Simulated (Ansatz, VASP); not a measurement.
One calculation of Co, two programs

```
CELL_PARAMETERS angstrom
2.30577 0.00000 0.00000
0.00000 2.30577 0.00000
0.00000 0.00000 2.30577
ATOMIC_POSITIONS crystal
Co 0.00000 0.00000 0.00000
```

Alike in both runs: task single point; functional RPBE; k mesh 15 × 15 × 15; occupations fermi-dirac, width 0.1 eV; no spin polarisation.

```csv
,VASP,Ansatz
version,VASP 6.6.1,Ansatz 0.2.0
potentials or method,"VASP PAW PBE potentials, release 64 (Co), cutoff 600 eV","plane waves (420 eV) with PAW, scalar-relativistic"
valence electrons in the cell,9,17
```

|  | VASP | Ansatz | Ansatz less VASP |
| --- | --- | --- | --- |
| pressure (GPa) | -0.6 | 0.1 | +0.67 |

VASP's potentials were made for PBE, not for RPBE. VASP's potentials hold 9 valence electrons a cell and Ansatz's 17, so a difference there can come from the potentials and not from the codes.
